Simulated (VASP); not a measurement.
# CdS (P6_3mc) in VASP: notebook, part 2 of 2

VASP 6.6.1. The steps go on from the part before.

## Step 3: Single point, PBE (uniaxial z strain +0.5%)

INCAR

```
PREC     = Accurate       # precision mode
ENCUT    = 520            # plane-wave cutoff, eV
EDIFF    = 1E-6           # SCF threshold, eV
ISMEAR   = -1             # smearing method
SIGMA    = 0.02           # smearing width, eV
LREAL    = False          # projectors in reciprocal space
LASPH    = True           # aspherical terms in the spheres
NELM     = 80             # most SCF steps
ALGO     = Normal         # electronic algorithm
ISIF     = 2              # what is computed and relaxed
LWAVE    = False          # write WAVECAR
LCHARG   = True           # write CHGCAR
GGA      = PE             # functional
LELF     = True           # ELF
LVHAR    = True         
NBANDS   = 26             # bands
```

KPOINTS

```
Automatic mesh
0
Gamma
  12 12 4
```

POSCAR

```
CdS
1.0
    4.1646012805      0.0000000000      0.0000000000
   -2.0823006403      3.6066505056      0.0000000000
    0.0000000000      0.0000000000      6.7998405368
Cd S
2 2
Direct
    0.3333333333      0.6666666667     -0.0004056599
    0.6666666667      0.3333333333      0.4995943401
    0.3333333333      0.6666666667      0.3754056599
    0.6666666667      0.3333333333      0.8754056599
```

Potentials or basis: VASP PAW PBE potentials, release 64 (Cd, S).

Run with:

```bash
$ cat potpaw_PBE.64/Cd/POTCAR potpaw_PBE.64/S/POTCAR > POTCAR
$ mpirun -np 1 vasp_std > vasp.out
```

OUTCAR:

```text
PREC = Accurate
   ENCUT = 520
   EDIFF = 1E-6
   ISMEAR = -1
   LREAL = False
   LASPH = True
   NELM = 80
   ISIF = 2
   GGA = PE

 ion  position               nearest neighbor table
   1  0.333  0.667  1.000-   4 2.55   4 2.55   4 2.55   3 2.56
   2  0.667  0.333  0.500-   3 2.55   3 2.55   3 2.55   4 2.56
   3  0.333  0.667  0.375-   2 2.55   2 2.55   2 2.55   1 2.56
   4  0.667  0.333  0.875-   1 2.55   1 2.55   1 2.55   2 2.56

  LATTYP: Found a hexagonal cell.
 ALAT       =     4.1646012805
 C/A-ratio  =     1.6327710815

  Lattice vectors:

 A1 = (   4.1646012805,   0.0000000000,   0.0000000000)
 A2 = (  -2.0823006403,   3.6066505056,   0.0000000000)
 A3 = (   0.0000000000,   0.0000000000,   6.7998405368)

Analysis of symmetry for initial positions (statically):
=====================================================================
 Subroutine PRICEL returns:
 Original cell was already a primitive cell.

 Routine SETGRP: Setting up the symmetry group for a
 hexagonal supercell.

 Subroutine GETGRP returns: Found 12 space group operations
 (whereof  6 operations were pure point group operations)
 out of a pool of 24 trial point group operations.

The static configuration has the point symmetry C_3v.
 The point group associated with its full space group is C_6v.

Analysis of symmetry for dynamics (positions and initial velocities):
=====================================================================
 Subroutine PRICEL returns:
 Original cell was already a primitive cell.

 Routine SETGRP: Setting up the symmetry group for a
 hexagonal supercell.

 Subroutine GETGRP returns: Found 12 space group operations
 (whereof  6 operations were pure point group operations)
 out of a pool of 24 trial point group operations.

The dynamic configuration has the point symmetry C_3v.
 The point group associated with its full space group is C_6v.

 Subroutine INISYM returns: Found 12 space group operations
 (whereof  6 operations are pure point group operations),
 and found     1 'primitive' translations

----------------------------------------------------------------------------------------

                                     Primitive cell

  volume of cell :     102.1354

  direct lattice vectors                    reciprocal lattice vectors
     4.164601281  0.000000000  0.000000000     0.240119025  0.138632784  0.000000000
    -2.082300640  3.606650506  0.000000000     0.000000000  0.277265568  0.000000000
     0.000000000  0.000000000  6.799840537     0.000000000  0.000000000  0.147062272

  length of vectors
     4.164601281  4.164601281  6.799840537     0.277265568  0.277265568  0.147062272

  position of ions in fractional coordinates (direct lattice)
     0.333333333  0.666666667  0.999594340
     0.666666667  0.333333333  0.499594340
     0.333333333  0.666666667  0.375405660
     0.666666667  0.333333333  0.875405660

  ion indices of the primitive-cell ions
   primitive index   ion index
                 1           1
                 2           2
                 3           3
                 4           4

----------------------------------------------------------------------------------------

 KPOINTS: Automatic mesh

Automatic generation of k-mesh.
 Grid dimensions read from file:
 generate k-points for:   12   12    4

 Generating k-lattice:

  Cartesian coordinates                     Fractional coordinates (reciprocal lattice)
     0.020009919  0.011552732  0.000000000     0.083333333  0.000000000  0.000000000
     0.000000000  0.023105464  0.000000000     0.000000000  0.083333333  0.000000000
     0.000000000  0.000000000  0.036765568     0.000000000  0.000000000  0.250000000

  Length of vectors
     0.023105464  0.023105464  0.036765568

  Shift w.r.t. Gamma in fractional coordinates (k-lattice)
     0.000000000  0.000000000  0.000000000

 Subroutine IBZKPT returns following result:
 ===========================================

 Found     57 irreducible k-points:

 Following reciprocal coordinates:
            Coordinates               Weight
  0.000000  0.000000  0.000000      1.000000
  0.083333  0.000000  0.000000      6.000000
  0.166667  0.000000  0.000000      6.000000
  0.250000  0.000000  0.000000      6.000000
  0.333333  0.000000  0.000000      6.000000
  0.416667  0.000000  0.000000      6.000000
[... 16 lines left out ...]
  0.250000  0.000000  0.250000     12.000000
  0.333333  0.000000  0.250000     12.000000
 [... further k-points ...]
   k-points           NKPTS =     57   k-points in BZ     NKDIM =     57   number of bands    NBANDS=     26
   number of dos      NEDOS =    301   number of ions     NIONS =      4
   total plane-waves  NPLWV =  55296
   dimension x,y,z NGX =    32 NGY =   32 NGZ =   54
   dimension x,y,z NGXF=    64 NGYF=   64 NGZF=  108
   ions per type =               2   2
   NGX,Y,Z   is equivalent  to a cutoff of  12.77, 12.77, 13.20 a.u.
   NGXF,Y,Z  is equivalent  to a cutoff of  25.55, 25.55, 26.40 a.u.
 SYSTEM =  unknown system
   PREC   = accura    normal or accurate (medium, high low for compatibility)
   ISTART =      0    job   : 0-new  1-cont  2-samecut
   ICHARG =      2    charge: 1-file 2-atom 10-const
   ISPIN  =      1    spin polarized calculation?
   LNONCOLLINEAR =      F non collinear calculations
   LSORBIT =      F    spin-orbit coupling
   LASPH  =      T    aspherical Exc in radial PAW
   ENCUT  =  520.0 eV  38.22 Ry    6.18 a.u.   7.74  7.74 12.64*2*pi/ulx,y,z
   NELM   =     80;   NELMIN=  2; NELMDL= -5     # of ELM steps
   EDIFF  = 0.1E-05   stopping-criterion for ELM
   LREAL  =      F    real-space projection
   EDIFFG = 0.1E-04   stopping-criterion for IOM
   NSW    =      0    number of steps for IOM
   IBRION =     -1    ionic relax: 0-MD 1-quasi-New 2-CG
   NFREE  =      0    steps in history (QN), initial steepest desc. (CG)
   ISIF   =      2    stress and relaxation
   ISYM   =      2    0-nonsym 1-usesym 2-fastsym
   POTIM  = 0.5000    time-step for ionic-motion
   TEBEG  =    0.0;   TEEND  =   0.0 temperature during run
   PSTRESS=    0.0 pullay stress
   NELECT =      36.0000    total number of electrons
   NUPDOWN=      -1.0000    fix difference up-down
   EMIN   =  10.00;   EMAX   =-10.00  energy-range for DOS
   EFERMI =   0.00;   METHOD = LEGACY
   ISMEAR =    -1;   SIGMA  =   0.02  broadening in eV -4-tet -1-fermi 0-gaus
   EFERMI_NEDOS =   21; number of points for ismear=-14 and -15
   IALGO  =     38    algorithm
   IMIX   =      4    mixing-type and parameters
     AMIX     =   0.40;   BMIX     =  1.00
     AMIX_MAG =   1.60;   BMIX_MAG =  1.00
  volume/ion in A,a.u.               =      25.53       172.31
  Fermi-wavevector in a.u.,A,eV,Ry     =   1.156424  2.185324 18.195281  1.337315
  Thomas-Fermi vector in A             =   2.293044
   LORBIT       =      0    0 simple, 1 ext, 2 COOP (PROOUT), +10 PAW based schemes
   GGA     = PE    functional components
   LHFCALC =     F    Hartree Fock is set to
   AEXX    =    0.0000 exact exchange contribution
   IVDW    =     0    specifies the selected vdW correction
   LEPSILON=     F    determine dielectric tensor
   LRPA    =     F    only Hartree local field effects (RPA)
 non-spin polarized calculation
  energy-cutoff  :      520.00
  volume of cell :      102.14
 maximum number of plane-waves:      2798
 NGX is ok and might be reduce to    32
   NGX = 15   NGY = 15   NGZ = 25

 number of electron      36.0000002 magnetization

 Free energy of the ion-electron system (eV)
  ---------------------------------------------------
  ext. energy  EPLUGINS =         0.00000000
  ---------------------------------------------------
  free energy    TOTEN  =       -12.28870510 eV

  energy without entropy =      -12.28870510  energy(sigma->0) =      -12.28870510

 E-fermi :   1.4715     XC(G=0):  -9.0098

 val. band max:        1.0736957080   @ k =   0.0000   0.0000   0.0000
 cond. band min:       2.2278746425   @ k =   0.0000   0.0000   0.0000
 fundamental gap:      1.1541789344
 Fermi energy:         1.4715345317

 k-point     1 :       0.0000    0.0000    0.0000
  band No.  band energies     occupation
      1     -11.1305      2.00000
      2     -10.7272      2.00000
      3      -6.5406      2.00000
      4      -6.5326      2.00000
      5      -6.5326      2.00000
      6      -6.4541      2.00000
[... 685 lines left out ...]
     25       8.9215      0.00000
     26      10.1010      0.00000

 [... further k-points ...]

------------------------ aborting loop because EDIFF is reached ----------------------------------------

  FORCE on cell =-STRESS in cart. coord.  units (eV):
  Direction    XX          YY          ZZ          XY          YZ          ZX
  --------------------------------------------------------------------------------------
  -------------------------------------------------------------------------------------
  Total        0.9245563      0.9245563      0.8208627     -0.0000000     -0.0000000     -0.0000000
  in kB       14.5033299     14.5033299     12.8767096     -0.0000000     -0.0000000     -0.0000000
  external PRESSURE =      13.9611231 kB  Pullay stress =       0.0000000 kB

 VOLUME and BASIS-vectors are now :
 -----------------------------------------------------------------------------
  energy-cutoff  :      520.00
  volume of cell :      102.14
      direct lattice vectors                 reciprocal lattice vectors
     4.164601281  0.000000000  0.000000000     0.240119025  0.138632784  0.000000000
    -2.082300640  3.606650506  0.000000000     0.000000000  0.277265568  0.000000000
     0.000000000  0.000000000  6.799840537     0.000000000  0.000000000  0.147062272

 POSITION                                       TOTAL-FORCE (eV/Angst)
 -----------------------------------------------------------------------------------
     -0.00000      2.40443      6.79708        -0.000000      0.000000      0.002053
      2.08230      1.20222      3.39716         0.000000     -0.000000      0.002053
     -0.00000      2.40443      2.55270        -0.000000      0.000000     -0.002053
      2.08230      1.20222      5.95262         0.000000     -0.000000     -0.002053
 -----------------------------------------------------------------------------------
    total drift:                               -0.000000     -0.000000     -0.000363

  FREE ENERGIE OF THE ION-ELECTRON SYSTEM (eV)
  ---------------------------------------------------
  free  energy   TOTEN  =       -12.2887050959 eV

  energy  without entropy=      -12.2887050959  energy(sigma->0) =      -12.28870510
```

Run time: 79 s. Hardware: 1 thread of Intel Xeon Platinum 8488C (Sapphire Rapids), shared host; peak memory 0.3 GiB.

Results:

```yaml
Free_energy: -12.2887 eV
Pressure: 1.4 GPa
Band_gap_on_the_k_mesh: 1.15 eV
```

Forces in eV/Å, atoms in the order of the input:
```
Cd   0.000  0.000  0.002
Cd   0.000  0.000  0.002
S    0.000  0.000 -0.002
S    0.000  0.000 -0.002
```

Levels at points of the mesh, in eV from the valence-band top:
| k point | band 14 | band 15 | band 16 | band 17 | band 18 | band 19 | band 20 | band 21 | band 22 | band 23 |
| --- | --- | --- | --- | --- | --- | --- | --- | --- | --- | --- |
| (0.00, 0.00, 0.00) | -0.72 | -0.72 | -0.05 | 0.00 | 0.00 | 1.15 | 2.78 | 6.49 | 6.49 | 6.75 |
| (0.50, 0.00, 0.00) | -3.43 | -2.54 | -1.78 | -1.24 | -0.72 | 3.66 | 3.89 | 5.10 | 6.30 | 7.02 |
| (0.00, 0.00, 0.50) | -2.42 | -0.37 | -0.37 | -0.37 | -0.37 | 2.81 | 2.81 | 6.15 | 6.15 | 6.84 |
| (0.50, 0.00, 0.50) | -4.01 | -1.29 | -1.29 | -1.28 | -1.28 | 3.46 | 3.46 | 5.36 | 5.36 | 7.85 |

Caveat: the cell differs from its parent crystal (uniaxial z strain +0.5%). A k mesh can miss the band edges.

## Step 4: Single point, r2SCAN (epitaxial xy strain -5.0%)

POSCAR

```
CdS
1.0
    3.9563712165      0.0000000000      0.0000000000
   -1.9781856083      3.4263179803      0.0000000000
    0.0000000000      0.0000000000      7.0823619796
Cd S
2 2
Direct
    0.3333333333      0.6666666667      0.0102720657
    0.6666666667      0.3333333333      0.5102720657
    0.3333333333      0.6666666667      0.3647279343
    0.6666666667      0.3333333333      0.8647279343
```

INCAR.step1

```
SYSTEM = CdS
PREC = Accurate ; ENCUT = 520
ISMEAR = 0 ; SIGMA = 0.01
LREAL = .False. ; LASPH = .True.
NELM = 60 ; NBANDS = 26
GGA = PE ; ALGO = Normal
EDIFF = 1E-4 ; LWAVE = .True.
LCHARG = .False.
```

INCAR.step2

```
SYSTEM = CdS
PREC = Accurate ; ENCUT = 520
EDIFF = 1E-7 ; ISMEAR = 0
SIGMA = 0.01 ; LREAL = .False.
LASPH = .True. ; NELM = 60
ALGO = Normal ; ISIF = 2
LWAVE = .False. ; LCHARG = .True.
METAGGA = R2SCAN ; LMIXTAU = .True.
LELF = .True. ; LVHAR = .True.
NBANDS = 26 ; ISTART = 1
```

KPOINTS

```
Automatic mesh
0
Gamma
  12 12 4
  0 0 0
```

Run with:

```bash
$ cat potpaw_PBE.64/Cd/POTCAR potpaw_PBE.64/S/POTCAR > POTCAR
$ cp INCAR.step1 INCAR
$ mpirun -np 1 vasp_std > vasp.out
$ cp INCAR.step2 INCAR
$ mpirun -np 1 vasp_std > vasp.out
```

It took 6.6 min on 1 thread of Intel Xeon Platinum 8488C (Sapphire Rapids), shared host; peak memory 0.3 GiB.

It converged, with:

```yaml
Free_energy: -59.2183 eV
Pressure: 3.7 GPa
Largest_force: 0.008 eV/Å
Band_gap_on_the_k_mesh: 1.42 eV
```

Forces in eV/Å, atoms in the order of the input:
```
Cd   0.000  0.000  0.008
Cd   0.000  0.000  0.008
S    0.000  0.000 -0.008
S    0.000  0.000 -0.008
```

Stress tensor (GPa, compression positive):
```
5.32 0.00 0.00
0.00 5.32 0.00
0.00 0.00 0.39
```

Levels at points of the mesh, in eV from the valence-band top:
```csv
k point,band 14,band 15,band 16,band 17,band 18,band 19,band 20,band 21,band 22,band 23
"(0.00, 0.00, 0.00)",-0.72,-0.72,-0.51,0.00,0.00,1.42,3.92,6.50,7.36,7.36
"(0.50, 0.00, 0.00)",-3.78,-3.10,-1.88,-1.77,-0.76,3.94,4.56,4.83,6.26,7.20
"(0.00, 0.00, 0.50)",-3.12,-0.38,-0.38,-0.38,-0.38,3.47,3.47,6.33,6.33,7.74
"(0.50, 0.00, 0.50)",-4.41,-1.90,-1.90,-1.35,-1.35,3.45,3.45,5.79,5.79,8.18
```

Caveat: the cell differs from its parent crystal (epitaxial xy strain -5.0%); the cell stands under pressure; the PAW data sets were made with another functional, which shifts forces and pressure a little.

## Step 5: Single point, r2SCAN

This run uses another cell than the first one, of 25.41 Å³/atom.

POSCAR

```
CdS
1.0
    4.1646012805      0.0000000000      0.0000000000
   -2.0823006403      3.6066505056      0.0000000000
    0.0000000000      0.0000000000      6.7660104844
Cd S
2 2
Direct
    0.3333333333      0.6666666667     -0.0009631161
    0.6666666667      0.3333333333      0.4990368839
    0.3333333333      0.6666666667      0.3759631161
    0.6666666667      0.3333333333      0.8759631161
```

INCAR.step1, as its differences from that of step 4:

```diff
@@ -4,3 +4,3 @@
 LREAL = .False. ; LASPH = .True.
-NELM = 60 ; NBANDS = 26
+NELM = 80 ; NBANDS = 26
 GGA = PE ; ALGO = Normal
```

INCAR.step2, as its differences from that of step 4:

```diff
@@ -2,5 +2,5 @@
 PREC = Accurate ; ENCUT = 520
-EDIFF = 1E-7 ; ISMEAR = 0
+EDIFF = 1E-6 ; ISMEAR = 0
 SIGMA = 0.01 ; LREAL = .False.
-LASPH = .True. ; NELM = 60
+LASPH = .True. ; NELM = 80
 ALGO = Normal ; ISIF = 2
```

KPOINTS

```
regular mesh
0
Gamma
  12 12 4
  0 0 0
```

Run with:

```bash
$ cat potpaw_PBE.64/Cd/POTCAR potpaw_PBE.64/S/POTCAR > POTCAR
$ cp INCAR.step1 INCAR
$ mpirun -np 1 vasp_std > vasp.out
$ cp INCAR.step2 INCAR
$ mpirun -np 1 vasp_std > vasp.out
```

Wall time 4 min (1 thread of Intel Xeon Platinum 8488C (Sapphire Rapids), shared host); peak memory 0.31 GiB.

The run converged. Its results:

```yaml
Free_energy: -59.3825 eV
Pressure: 0.3 GPa
Band_gap_on_the_k_mesh: 1.63 eV
```

Levels at points of the mesh, in eV from the valence-band top:
```csv
k point,band 16,band 17,band 18,band 19,band 20,band 21
"(0.00, 0.00, 0.00)",-0.04,0.00,0.00,1.63,3.22,6.99
"(0.50, 0.00, 0.00)",-1.85,-1.26,-0.74,4.15,4.25,5.43
"(0.00, 0.00, 0.50)",-0.38,-0.38,-0.38,3.26,3.26,6.62
"(0.50, 0.00, 0.50)",-1.33,-1.30,-1.30,3.87,3.87,5.79
```

Caveat: the PAW data sets were made with another functional, which shifts forces and pressure a little. A k mesh can miss the band edges.

## Step 6: The runs side by side

| level | cell | smearing | gap on the mesh (eV) | pressure (GPa) | largest force (eV/Å) |
| --- | --- | --- | --- | --- | --- |
| PBE | a = 3.956, b = 3.956, c = 7.082 Å, angles 90.0, 90.0, 120.0°, 4 atoms, atomic positions A | fermi-dirac 0.02 eV | 0.98 | 5.1 | 0.01 |
| PBE | a = 4.165, b = 4.165, c = 6.800 Å, angles 90.0, 90.0, 120.0°, 4 atoms, atomic positions B | fermi-dirac 0.02 eV | 1.15 | 1.4 | - |
| r2SCAN | a = 3.956, b = 3.956, c = 7.082 Å, angles 90.0, 90.0, 120.0°, 4 atoms, atomic positions A | gaussian 0.01 eV | 1.42 | 3.7 | 0.01 |
| r2SCAN | a = 4.165, b = 4.165, c = 6.766 Å, angles 90.0, 90.0, 120.0°, 4 atoms, atomic positions B | gaussian 0.01 eV | 1.63 | 0.3 | - |

Alike in all rows: task single point; potentials or basis VASP PAW PBE potentials, release 64 (Cd, S); no spin polarisation; k mesh 12 × 12 × 4; cutoff (eV) 520.

Caveats: the cell stands under pressure (at least some runs); the PAW data sets were made with another functional, which shifts forces and pressure a little (at least some runs).

Absolute energies hang on the potentials; compare differences alone.
